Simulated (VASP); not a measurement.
# Mg (P6_3/mmc) in VASP: further runs

The runs below take Mg through single point, with PBE.

Program: VASP 6.6.1. These are calculated values, not measurements. Logs are shortened: lines on timing, memory, paths and dates and some standing lists are left out, and cuts for length are marked.

## (1) The cell of the first run

Symmetry: P6_3/mmc, No. 194, hexagonal system. Conventional cell: a = 3.386 Å, b = 3.386 Å, c = 5.184 Å, α = 90.00°, β = 90.00°, γ = 120.00°. Within 4.3 Å of Mg (site symmetry -6m2) lie 12 Mg at 3.25 to 3.39 Å.

## (2) Single point, PBE (strained)

The input, INCAR:

```
  PREC = Accurate
  ENCUT = 520
  EDIFF = 1E-6
  ISMEAR = 0
  SIGMA = 0.1
  LREAL = False
  LASPH = True
  NELM = 80
  ALGO = Normal
  ISIF = 2
  LWAVE = False
  LCHARG = False
  GGA = PE
  NBANDS = 9
```

The input, KPOINTS:

```
regular mesh
0
Gamma
  15 15 8
```

The input, POSCAR:

```
Mg
1.0
    3.3857493741      0.0000000000      0.0000000000
   -1.6928746870      2.9321449688      0.0000000000
    0.0000000000      0.0000000000      5.1842262467
Mg
2
Direct
    0.3333333333      0.6666666667      0.2500000000
    0.6666666667      0.3333333333      0.7500000000
```

Potentials or basis: VASP PAW PBE potentials, release 64 (Mg).

The run is started by

```bash
> cat potpaw_PBE.64/Mg/POTCAR > POTCAR
> mpirun -np 1 vasp_std > vasp.out
```

OUTCAR:

```text
PREC = Accurate
   ENCUT = 520
   EDIFF = 1E-6
   ISMEAR = 0
   LREAL = False
   LASPH = True
   NELM = 80
   ISIF = 2
   GGA = PE

 ion  position               nearest neighbor table
   1  0.333  0.667  0.250-   2 3.25   2 3.25   2 3.25   2 3.25   2 3.25   2 3.25
   2  0.667  0.333  0.750-   1 3.25   1 3.25   1 3.25   1 3.25   1 3.25   1 3.25

  LATTYP: Found a hexagonal cell.
 ALAT       =     3.3857493741
 C/A-ratio  =     1.5311901957

  Lattice vectors:

 A1 = (   3.3857493741,   0.0000000000,   0.0000000000)
 A2 = (  -1.6928746870,   2.9321449688,   0.0000000000)
 A3 = (   0.0000000000,   0.0000000000,   5.1842262467)

Analysis of symmetry for initial positions (statically):
=====================================================================
 Subroutine PRICEL returns:
 Original cell was already a primitive cell.

 Routine SETGRP: Setting up the symmetry group for a
 hexagonal supercell.

 Subroutine GETGRP returns: Found 24 space group operations
 (whereof 12 operations were pure point group operations)
 out of a pool of 24 trial point group operations.

The static configuration has the point symmetry D_3d.
 The point group associated with its full space group is D_6h.

Analysis of symmetry for dynamics (positions and initial velocities):
=====================================================================
 Subroutine PRICEL returns:
 Original cell was already a primitive cell.

 Routine SETGRP: Setting up the symmetry group for a
 hexagonal supercell.

 Subroutine GETGRP returns: Found 24 space group operations
 (whereof 12 operations were pure point group operations)
 out of a pool of 24 trial point group operations.

The dynamic configuration has the point symmetry D_3d.
 The point group associated with its full space group is D_6h.

 Subroutine INISYM returns: Found 24 space group operations
 (whereof 12 operations are pure point group operations),
 and found     1 'primitive' translations

----------------------------------------------------------------------------------------

                                     Primitive cell

  volume of cell :      51.4664

  direct lattice vectors                    reciprocal lattice vectors
     3.385749374  0.000000000  0.000000000     0.295355589  0.170523629  0.000000000
    -1.692874687  2.932144969  0.000000000     0.000000000  0.341047257  0.000000000
     0.000000000  0.000000000  5.184226247     0.000000000  0.000000000  0.192892816

  length of vectors
     3.385749374  3.385749374  5.184226247     0.341047257  0.341047257  0.192892816

  position of ions in fractional coordinates (direct lattice)
     0.333333333  0.666666667  0.250000000
     0.666666667  0.333333333  0.750000000

  ion indices of the primitive-cell ions
   primitive index   ion index
                 1           1
                 2           2

----------------------------------------------------------------------------------------

 KPOINTS: regular mesh

Automatic generation of k-mesh.
 Grid dimensions read from file:
 generate k-points for:   15   15    8

 Generating k-lattice:

  Cartesian coordinates                     Fractional coordinates (reciprocal lattice)
     0.019690373  0.011368242  0.000000000     0.066666667  0.000000000  0.000000000
     0.000000000  0.022736484  0.000000000     0.000000000  0.066666667  0.000000000
     0.000000000  0.000000000  0.024111602     0.000000000  0.000000000  0.125000000

  Length of vectors
     0.022736484  0.022736484  0.024111602

  Shift w.r.t. Gamma in fractional coordinates (k-lattice)
     0.000000000  0.000000000  0.000000000

 Subroutine IBZKPT returns following result:
 ===========================================

 Found    135 irreducible k-points:

 Following reciprocal coordinates:
            Coordinates               Weight
  0.000000  0.000000  0.000000      1.000000
  0.066667  0.000000  0.000000      6.000000
  0.133333  0.000000  0.000000      6.000000
  0.200000  0.000000  0.000000      6.000000
  0.266667  0.000000  0.000000      6.000000
  0.333333  0.000000  0.000000      6.000000
[... 16 lines left out ...]
  0.333333  0.200000  0.000000     12.000000
  0.400000  0.200000  0.000000      6.000000
 [... further k-points ...]
   k-points           NKPTS =    135   k-points in BZ     NKDIM =    135   number of bands    NBANDS=      9
   number of dos      NEDOS =    301   number of ions     NIONS =      2
   total plane-waves  NPLWV =  31360
   dimension x,y,z NGX =    28 NGY =   28 NGZ =   40
   dimension x,y,z NGXF=    56 NGYF=   56 NGZF=   80
   ions per type =               2
   NGX,Y,Z   is equivalent  to a cutoff of  13.75, 13.75, 12.83 a.u.
   NGXF,Y,Z  is equivalent  to a cutoff of  27.50, 27.50, 25.65 a.u.
 SYSTEM =  unknown system
   PREC   = accura    normal or accurate (medium, high low for compatibility)
   ISTART =      0    job   : 0-new  1-cont  2-samecut
   ICHARG =      2    charge: 1-file 2-atom 10-const
   ISPIN  =      1    spin polarized calculation?
   LNONCOLLINEAR =      F non collinear calculations
   LSORBIT =      F    spin-orbit coupling
   LASPH  =      T    aspherical Exc in radial PAW
   ENCUT  =  520.0 eV  38.22 Ry    6.18 a.u.   6.30  6.30  9.64*2*pi/ulx,y,z
   NELM   =     80;   NELMIN=  2; NELMDL= -5     # of ELM steps
   EDIFF  = 0.1E-05   stopping-criterion for ELM
   LREAL  =      F    real-space projection
   EDIFFG = 0.1E-04   stopping-criterion for IOM
   NSW    =      0    number of steps for IOM
   IBRION =     -1    ionic relax: 0-MD 1-quasi-New 2-CG
   NFREE  =      0    steps in history (QN), initial steepest desc. (CG)
   ISIF   =      2    stress and relaxation
   ISYM   =      2    0-nonsym 1-usesym 2-fastsym
   POTIM  = 0.5000    time-step for ionic-motion
   TEBEG  =    0.0;   TEEND  =   0.0 temperature during run
   PSTRESS=    0.0 pullay stress
   NELECT =       4.0000    total number of electrons
   NUPDOWN=      -1.0000    fix difference up-down
   EMIN   =  10.00;   EMAX   =-10.00  energy-range for DOS
   EFERMI =   0.00;   METHOD = LEGACY
   ISMEAR =     0;   SIGMA  =   0.10  broadening in eV -4-tet -1-fermi 0-gaus
   EFERMI_NEDOS =   21; number of points for ismear=-14 and -15
   IALGO  =     38    algorithm
   IMIX   =      4    mixing-type and parameters
     AMIX     =   0.40;   BMIX     =  1.00
     AMIX_MAG =   1.60;   BMIX_MAG =  1.00
  volume/ion in A,a.u.               =      25.73       173.66
  Fermi-wavevector in a.u.,A,eV,Ry     =   0.698640  1.320238  6.640974  0.488098
  Thomas-Fermi vector in A             =   1.782299
   LORBIT       =      0    0 simple, 1 ext, 2 COOP (PROOUT), +10 PAW based schemes
   GGA     = PE    functional components
   LHFCALC =     F    Hartree Fock is set to
   AEXX    =    0.0000 exact exchange contribution
   IVDW    =     0    specifies the selected vdW correction
   LEPSILON=     F    determine dielectric tensor
   LRPA    =     F    only Hartree local field effects (RPA)
 non-spin polarized calculation
 Gauss-broadening in eV      SIGMA  =   0.10
  energy-cutoff  :      520.00
  volume of cell :       51.47
 maximum number of plane-waves:      1407
 NGX is ok and might be reduce to    28
   NGX = 13   NGY = 13   NGZ = 19

 number of electron       4.0000000 magnetization

 Free energy of the ion-electron system (eV)
  ---------------------------------------------------
  ext. energy  EPLUGINS =         0.00000000
  ---------------------------------------------------
  free energy    TOTEN  =        -2.94105847 eV

  energy without entropy =       -2.93613673  energy(sigma->0) =       -2.93859760

 E-fermi :   2.0381     XC(G=0):  -8.1437

 val. band max:        2.0262689504   @ k =   0.4000   0.2000   0.5000
 cond. band min:       2.0542215196   @ k =   0.4667   0.0667   0.3750
 fundamental gap:      0.0279525692
 Fermi energy:         2.0380893723

 k-point     1 :       0.0000    0.0000    0.0000
  band No.  band energies     occupation
      1      -4.3906      2.00000
      2       0.8552      2.00000
      3       1.3438      2.00000
      4      11.5385      0.00000
      5      11.5385      0.00000
      6      11.7819      0.00000
      7      11.7819      0.00000
      8      13.2847      0.00000
      9      13.8497      0.00000

 k-point     2 :       0.0667    0.0000    0.0000
  band No.  band energies     occupation
      1      -4.3127      2.00000
      2       0.9268      2.00000
      3       1.4200      2.00000
      4      10.0572      0.00000
      5      10.7032      0.00000
      6      11.6007      0.00000
      7      12.7525      0.00000
      8      14.1216      0.00000
      9      14.6615      0.00000

 k-point     3 :       0.1333    0.0000    0.0000
  band No.  band energies     occupation
      1      -4.0793      2.00000
      2       1.1416      2.00000
      3       1.6470      2.00000
      4       8.2192      0.00000
      5       9.8941      0.00000
      6      10.8221      0.00000
      7      12.9166      0.00000
      8      13.6163      0.00000
      9      13.9481      0.00000

 k-point     4 :       0.2000    0.0000    0.0000
  band No.  band energies     occupation
      1      -3.6914      2.00000
      2       1.4996      2.00000
      3       2.0189      1.21418
      4       6.4553      0.00000
      5       9.2197      0.00000
      6      10.0235      0.00000
      7      11.1925      0.00000
      8      12.1720      0.00000
      9      13.9060      0.00000

 k-point     5 :       0.2667    0.0000    0.0000
  band No.  band energies     occupation
      1      -3.1507      2.00000
      2       2.0008      1.40159
      3       2.5117      0.00000
      4       4.8306      0.00000
      5       8.6809      0.00000
      6       9.2176      0.00000
      7       9.5670      0.00000
      8      10.8854      0.00000
      9      13.3248      0.00000

 k-point     6 :       0.3333    0.0000    0.0000
  band No.  band energies     occupation
      1      -2.4595      2.00000
      2       2.6447      0.00000
      3       2.8049      0.00000
      4       3.6737      0.00000
      5       8.0686      0.00000
      6       8.2775      0.00000
      7       8.2862      0.00000
      8       9.9469      0.00000
      9      12.8841      0.00000
[... 169 lines left out ...]
 k-point    21 :       0.2000    0.2000    0.0000
  band No.  band energies     occupation
      1      -2.3064      2.00000
      2       2.7879      0.00000
      3       3.1676      0.00000
      4       4.4423      0.00000
      5       4.7492      0.00000
      6       8.9410      0.00000
      7       9.7310      0.00000
      8       9.8214      0.00000
      9      10.4630      0.00000

 k-point    22 :       0.2667    0.2000    0.0000
  band No.  band energies     occupation
      1      -1.5448      2.00000
      2       2.8173      0.00000
      3       3.5014      0.00000
      4       3.7836      0.00000
      5       4.6659      0.00000
      6       7.7759      0.00000
      7       8.6812      0.00000
      8       9.1002      0.00000
      9       9.9158      0.00000

 k-point    23 :       0.3333    0.2000    0.0000
  band No.  band energies     occupation
      1      -0.6390      2.00000
      2       1.5862      2.00000
      3       3.7032      0.00000
      4       4.3478      0.00000
      5       5.2725      0.00000
      6       6.5478      0.00000
      7       7.4978      0.00000
      8       8.8296      0.00000
      9       9.6765      0.00000

 k-point    24 :       0.4000    0.2000    0.0000
  band No.  band energies     occupation
      1       0.3373      2.00000
      2       0.4822      2.00000
      3       3.6591      0.00000
      4       5.1234      0.00000
      5       5.6381      0.00000
      6       5.8926      0.00000
      7       6.7163      0.00000
      8       8.7461      0.00000
      9       9.6008      0.00000

 [... further k-points ...]
[... 5 lines left out ...]
  --------------------------------------------------------------------------------------
  -------------------------------------------------------------------------------------
  Total       -1.2391886     -1.2391886     -0.6972797     -0.0000000      0.0000000      0.0000000
  in kB      -38.5765863    -38.5765863    -21.7066794     -0.0000000      0.0000000      0.0000000
  external PRESSURE =     -32.9532840 kB  Pullay stress =       0.0000000 kB

 VOLUME and BASIS-vectors are now :
 -----------------------------------------------------------------------------
  energy-cutoff  :      520.00
  volume of cell :       51.47
      direct lattice vectors                 reciprocal lattice vectors
     3.385749374  0.000000000  0.000000000     0.295355589  0.170523629  0.000000000
    -1.692874687  2.932144969  0.000000000     0.000000000  0.341047257  0.000000000
     0.000000000  0.000000000  5.184226247     0.000000000  0.000000000  0.192892816

 POSITION                                       TOTAL-FORCE (eV/Angst)
 -----------------------------------------------------------------------------------
     -0.00000      1.95476      1.29606        -0.000000      0.000000      0.000000
      1.69287      0.97738      3.88817         0.000000      0.000000      0.000000
 -----------------------------------------------------------------------------------
    total drift:                                0.000000     -0.000000      0.000000

  FREE ENERGIE OF THE ION-ELECTRON SYSTEM (eV)
  ---------------------------------------------------
  free  energy   TOTEN  =        -2.9410584672 eV

  energy  without entropy=       -2.9361367258  energy(sigma->0) =       -2.93859760
```

Run time: 21 s. Hardware: 1 thread of Intel Xeon 6975P-C (Granite Rapids), shared host; peak memory 0.21 GiB.

What came out:

```
Free energy            : -2.9411 eV
Pressure               : -3.3 GPa
Band gap on the k mesh : zero (band 2 reaches 2.86 eV, above the bottom of band 3 at 1.34 eV)
```

Stress tensor (GPa, compression positive):
```
-3.86  0.00  0.00
 0.00 -3.86  0.00
 0.00  0.00 -2.17
```

Caveat: the cell differs from its parent crystal (strained).

(Part 1 of 2 ends here.)
